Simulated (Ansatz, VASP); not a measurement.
**One calculation of Pd, two programs**

```xyz
1
Lattice="0.0000 1.9374 1.9374 1.9374 0.0000 1.9374 1.9374 1.9374 0.0000" Properties=species:S:1:pos:R:3 pbc="T T T"
Pd    0.0000    0.0000    0.0000
```

Alike in both runs: functional PBEsol; k mesh 18 × 18 × 18; occupations gaussian, width 0.1 eV; no spin polarisation.

Ansatz relaxed the structure, and its values are those at the end. VASP's run is a single point on that final structure, the one shown.

```csv
,VASP,Ansatz
version,VASP 6.6.1,Ansatz 0.2.0
potentials or method,"VASP PAW PBE potentials, release 64 (Pd), cutoff 500 eV","scalar-relativistic, plane waves, PAW"
valence electrons in the cell,10,18
```

|  | VASP | Ansatz | Ansatz less VASP |
| --- | --- | --- | --- |
| gap on the k mesh at the Fermi level (eV) | none | none | - |
| pressure (GPa) | -0.3 | 0.0 | +0.26 |

VASP's potentials were made for PBE, not for PBEsol, and Ansatz warns of the same on its side. A gap of «none» marks a metal or a gap that the smearing closes. VASP's potentials hold 10 valence electrons a cell and Ansatz's 18, so a difference there can come from the potentials and not from the codes.
